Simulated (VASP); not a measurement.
# Ca (Cm) in VASP: single point with PBE

Aim: the single point of Ca with PBE.

Program: VASP 6.6.1. These are calculated values, not measurements. Logs are shortened: lines on timing, memory, paths and dates and some standing lists are left out, and cuts for length are marked.

## Step 1: The cell of the first run

It takes space group Cm (No. 8, monoclinic). The conventional cell has a = 10.537 Å, b = 6.660 Å, c = 7.446 Å, α = 90.00°, β = 134.96°, γ = 90.00°. Within 5.1 Å of Ca (site symmetry m) lie 8 Ca at 3.91 to 4.19 Å. Within 4.7 Å of Ca (site symmetry m) lie 7 Ca at 3.60 to 4.19 Å. Ca (site symmetry m) has 7 Ca at 3.60 to 4.19 Å within 4.7 Å.

## Step 2: Single point, PBE

Input file INCAR:

```
PREC     = Accurate       # precision mode
ENCUT    = 520            # plane-wave cutoff, eV
EDIFF    = 1E-6           # SCF threshold, eV
ISMEAR   = 0              # smearing method
SIGMA    = 0.1            # smearing width, eV
LREAL    = False          # projectors in reciprocal space
LASPH    = True           # aspherical terms in the spheres
NELM     = 100            # most SCF steps
ALGO     = Fast           # electronic algorithm
ISIF     = 2              # what is computed and relaxed
LWAVE    = False          # write WAVECAR
LCHARG   = False          # write CHGCAR
GGA      = PE             # functional
NBANDS   = 22             # bands
```

Input file KPOINTS:

```
regular mesh
0
Gamma
  1 1 5
```

Input file POSCAR:

```
Ca
1.0
   -3.7227727908      3.7277646150      3.3301431152
    3.7227727908     -3.7277646150      3.3301431152
    3.7227727908      3.7277646150     -3.3301431152
Ca
3
Direct
    0.8295774700      0.3291701200      0.1587475900
    0.6704225300      0.8291701200      0.4995926500
    0.3295774700      0.1708298800      0.5004073500
```

Potentials or basis: VASP PAW PBE potentials, release 64 (Ca_sv).

On the command line:

```console
> cat potpaw_PBE.64/Ca_sv/POTCAR > POTCAR
> mpirun -np 1 vasp_std > vasp.out
```

OUTCAR:

```text
PREC = Accurate
   ENCUT = 520
   EDIFF = 1E-6
   ISMEAR = 0
   LREAL = False
   LASPH = True
   NELM = 100
   ISIF = 2
   GGA = PE

 ion  position               nearest neighbor table
   1  0.830  0.329  0.159-
   2  0.670  0.829  0.500-
   3  0.330  0.171  0.500-

  LATTYP: Found a body centered orthorhombic cell.
 ALAT       =     6.6602862304
 B/A-ratio  =     1.1179017424
 C/A-ratio  =     1.1194007242

  Lattice vectors:

 A1 = (   3.7227727908,  -3.7277646150,   3.3301431152)
 A2 = (  -3.7227727908,  -3.7277646150,  -3.3301431152)
 A3 = (   3.7227727908,   3.7277646150,  -3.3301431152)

Analysis of symmetry for initial positions (statically):
=====================================================================
 Subroutine PRICEL returns:
 Original cell was already a primitive cell.

 Routine SETGRP: Setting up the symmetry group for a
 body centered orthorhombic supercell.

 Subroutine GETGRP returns: Found  2 space group operations
 (whereof  2 operations were pure point group operations)
 out of a pool of  8 trial point group operations.

The static configuration has the point symmetry C_1h.

Analysis of symmetry for dynamics (positions and initial velocities):
=====================================================================
 Subroutine PRICEL returns:
 Original cell was already a primitive cell.

 Routine SETGRP: Setting up the symmetry group for a
 body centered orthorhombic supercell.

 Subroutine GETGRP returns: Found  2 space group operations
 (whereof  2 operations were pure point group operations)
 out of a pool of  8 trial point group operations.

The dynamic configuration has the point symmetry C_1h.

 Subroutine INISYM returns: Found  2 space group operations
 (whereof  2 operations are pure point group operations),
 and found     1 'primitive' translations

----------------------------------------------------------------------------------------

                                     Primitive cell

  volume of cell :     184.8579

  direct lattice vectors                    reciprocal lattice vectors
    -3.722772791  3.727764615  3.330143115     0.000000000  0.134128641  0.150143697
     3.722772791 -3.727764615  3.330143115     0.134308492  0.000000000  0.150143697
     3.722772791  3.727764615 -3.330143115     0.134308492  0.134128641  0.000000000

  length of vectors
     6.232585294  6.232585294  6.232585294     0.201329635  0.201449500  0.189813759

[... 81 lines left out ...]
   NELM   =    100;   NELMIN=  2; NELMDL= -5     # of ELM steps
   EDIFF  = 0.1E-05   stopping-criterion for ELM
   LREAL  =      F    real-space projection
   EDIFFG = 0.1E-04   stopping-criterion for IOM
   NSW    =      0    number of steps for IOM
   IBRION =     -1    ionic relax: 0-MD 1-quasi-New 2-CG
   NFREE  =      0    steps in history (QN), initial steepest desc. (CG)
   ISIF   =      2    stress and relaxation
   ISYM   =      2    0-nonsym 1-usesym 2-fastsym
   POTIM  = 0.5000    time-step for ionic-motion
   TEBEG  =    0.0;   TEEND  =   0.0 temperature during run
   PSTRESS=    0.0 pullay stress
   NELECT =      30.0000    total number of electrons
   NUPDOWN=      -1.0000    fix difference up-down
   EMIN   =  10.00;   EMAX   =-10.00  energy-range for DOS
   EFERMI =   0.00;   METHOD = LEGACY
   ISMEAR =     0;   SIGMA  =   0.10  broadening in eV -4-tet -1-fermi 0-gaus
   EFERMI_NEDOS =   21; number of points for ismear=-14 and -15
   IALGO  =     68    algorithm
   IMIX   =      4    mixing-type and parameters
     AMIX     =   0.40;   BMIX     =  1.00
     AMIX_MAG =   1.60;   BMIX_MAG =  1.00
  volume/ion in A,a.u.               =      61.62       415.83
  Fermi-wavevector in a.u.,A,eV,Ry     =   0.892968  1.687465 10.849177  0.797392
  Thomas-Fermi vector in A             =   2.014985
   LORBIT       =      0    0 simple, 1 ext, 2 COOP (PROOUT), +10 PAW based schemes
   GGA     = PE    functional components
   LHFCALC =     F    Hartree Fock is set to
   AEXX    =    0.0000 exact exchange contribution
   IVDW    =     0    specifies the selected vdW correction
   LEPSILON=     F    determine dielectric tensor
   LRPA    =     F    only Hartree local field effects (RPA)
 non-spin polarized calculation
 RMM-DIIS sequential band-by-band and
 Gauss-broadening in eV      SIGMA  =   0.10
  energy-cutoff  :      520.00
  volume of cell :      184.86
 maximum number of plane-waves:      4993
 NGX is ok and might be reduce to    48
   NGX = 23   NGY = 23   NGZ = 23

 number of electron      30.0000003 magnetization

 Free energy of the ion-electron system (eV)
  ---------------------------------------------------
  ext. energy  EPLUGINS =         0.00000000
  ---------------------------------------------------
  free energy    TOTEN  =        -3.08114724 eV

  energy without entropy =       -2.97718834  energy(sigma->0) =       -3.02916779

 E-fermi :   1.1419     XC(G=0):  -6.4396

 val. band max:        1.1260948193   @ k =   0.0000   0.0000   0.0000
 cond. band min:       1.1597232858   @ k =  -0.0000   0.0000   0.2000
 fundamental gap:      0.0336284665
 Fermi energy:         1.1418856353

 k-point     1 :       0.0000    0.0000    0.0000
  band No.  band energies     occupation
      1     -41.6316      2.00000
      2     -41.6222      2.00000
      3     -41.6134      2.00000
      4     -22.7307      2.00000
      5     -22.7038      2.00000
      6     -22.6982      2.00000
[... 64 lines left out ...]
     21       2.4447      0.00000
     22       2.5023      0.00000

------------------------ aborting loop because EDIFF is reached ----------------------------------------

  FORCE on cell =-STRESS in cart. coord.  units (eV):
  Direction    XX          YY          ZZ          XY          YZ          ZX
  --------------------------------------------------------------------------------------
  -------------------------------------------------------------------------------------
  Total       -2.7657010     -2.7821471     -1.1707419      3.2274103      0.0000000      0.0000000
  in kB      -23.9705450    -24.1130849    -10.1469106     27.9722154      0.0000000      0.0000000
  external PRESSURE =     -19.4101802 kB  Pullay stress =       0.0000000 kB

 VOLUME and BASIS-vectors are now :
 -----------------------------------------------------------------------------
  energy-cutoff  :      520.00
  volume of cell :      184.86
      direct lattice vectors                 reciprocal lattice vectors
    -3.722772791  3.727764615  3.330143115     0.000000000  0.134128641  0.150143697
     3.722772791 -3.727764615  3.330143115     0.134308492  0.000000000  0.150143697
     3.722772791  3.727764615 -3.330143115     0.134308492  0.134128641  0.000000000

 POSITION                                       TOTAL-FORCE (eV/Angst)
 -----------------------------------------------------------------------------------
     -1.27192      2.45717      3.33014         0.253986      0.252678      0.000000
      2.45085      1.27059      3.33014        -0.273420      0.016338     -0.000000
      1.27192      2.45717     -0.00000         0.019433     -0.269015     -0.000000
 -----------------------------------------------------------------------------------
    total drift:                               -0.001202     -0.000947     -0.000000

  FREE ENERGIE OF THE ION-ELECTRON SYSTEM (eV)
  ---------------------------------------------------
  free  energy   TOTEN  =        -3.0811472376 eV

  energy  without entropy=       -2.9771883391  energy(sigma->0) =       -3.02916779
```

OSZICAR:

```text
N       E                     dE             d eps       ncg     rms          rms(c)
DAV:   1     0.249651870661E+03    0.24965E+03   -0.14936E+04   148   0.116E+03
DAV:   2     0.137079059057E+02   -0.23594E+03   -0.23311E+03   138   0.334E+02
DAV:   3    -0.200301001216E+01   -0.15711E+02   -0.15299E+02   264   0.572E+01
[... 11 lines left out ...]
RMM:  15    -0.308113773135E+01   -0.70752E-05   -0.68708E-05   211   0.338E-02    0.240E-03
RMM:  16    -0.308114253409E+01   -0.48027E-05   -0.43686E-05   210   0.252E-02    0.215E-03
RMM:  17    -0.308114503999E+01   -0.25059E-05   -0.20722E-05   206   0.189E-02    0.539E-04
RMM:  18    -0.308114643668E+01   -0.13967E-05   -0.13210E-05   189   0.147E-02    0.106E-03
RMM:  19    -0.308114723759E+01   -0.80091E-06   -0.76277E-06   177   0.117E-02
   1 F= -.30811472E+01 E0= -.30291678E+01  d E =-.103959E+00
```

stdout:

```text
POSCAR found type information on POSCAR Ca
 POSCAR found :  1 types and       3 ions
 scaLAPACK will be used
 LDA part: xc-table for (Slater+PW92), standard interpolation
 -----------------------------------------------------------------------------
|                                                                             |
|           W    W    AA    RRRRR   N    N  II  N    N   GGGG   !!!           |
|           W    W   A  A   R    R  NN   N  II  NN   N  G    G  !!!           |
|           W    W  A    A  R    R  N N  N  II  N N  N  G       !!!           |
|           W WW W  AAAAAA  RRRRR   N  N N  II  N  N N  G  GGG   !            |
|           WW  WW  A    A  R   R   N   NN  II  N   NN  G    G                |
|           W    W  A    A  R    R  N    N  II  N    N   GGGG   !!!           |
|                                                                             |
|     Your reciprocal lattice and k-lattice belong to different lattice       |
|     classes:                                                                |
|                                                                             |
|        The reciprocal lattice is face-centered orthorhombic,                |
|        whereas your k-lattice is base-centered monoclinic.                  |
|                                                                             |
|     Results are often still useful ...                                      |
|                                                                             |
 -----------------------------------------------------------------------------

 POSCAR, INCAR and KPOINTS ok, starting setup
 FFT: planning ... GRIDC
 FFT: planning ... GRID_SOFT
 FFT: planning ... GRID
 WAVECAR not read
 entering main loop
```

Run time: 50 s. Hardware: 1 thread of AMD EPYC 7R43 (Zen 3), shared host; peak memory 0.27 GiB.

Results:

| Property | Result |
| --- | --- |
| Free energy | -3.0811 eV |
| Pressure | -1.9 GPa |
| Largest force | 0.358 eV/Å |
| Band gap on the k mesh | zero (band 15 reaches 1.21 eV, above the bottom of band 16 at 1.10 eV) |

Forces in eV/Å, atoms in the order of the input:
```
Ca   0.254  0.253  0.000
Ca  -0.273  0.016  0.000
Ca   0.019 -0.269  0.000
```

Caveat: the k points lie up to 1.27 Å⁻¹ apart.
